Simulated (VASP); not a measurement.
PbS: single point with PBE+D3(BJ)

The system is PbS.

```
Pb S
1.0
     0.00000    2.96712    2.96712
     2.96712    0.00000    2.96712
     2.96712    2.96712    0.00000
Pb S
1 1
Direct
  0.00000 0.00000 0.00000
  0.50000 0.50000 0.50000
```

```json
{
 "Program": "VASP 6.6.1",
 "Task": "single point",
 "Functional": "PBE",
 "Dispersion": "D3(BJ)",
 "Potentials or basis": "VASP PAW PBE potentials, release 64 (Pb_d, S)",
 "Cutoff": "500 eV",
 "k mesh": "6 × 6 × 6",
 "Occupations": "gaussian, width 0.01 eV",
 "Spin": "no spin polarisation",
 "Dipole correction": "no",
 "Further INCAR settings": "ALGO = Normal; EDIFF = 1e-06; NBANDS = 17"
}
```

```
Pressure                   : -0.1 GPa
Band gap on the k mesh     : 0.37 eV
Dispersion energy per atom : -0.347 eV
```

Levels at points of the mesh, in eV from the valence-band top:
| k point | band 8 | band 9 | band 10 | band 11 | band 12 | band 13 |
| --- | --- | --- | --- | --- | --- | --- |
| (0.00, 0.00, 0.00) | -2.17 | -2.17 | -2.17 | 5.21 | 5.21 | 5.21 |
| (0.50, 0.00, 0.00) | -1.78 | -1.78 | 0.00 | 0.37 | 1.97 | 1.97 |
| (0.50, 0.50, 0.00) | -5.18 | -3.43 | -3.43 | 3.87 | 5.57 | 5.68 |

Wall time 14 s on 1 thread of Intel(R) Xeon(R) Platinum 8488C (Sapphire Rapids), with other jobs on the host, peak memory 0.18 GiB.

Caveat: spin-orbit coupling is left out, which moves the levels of the heavy elements. A k mesh can miss the band edges.
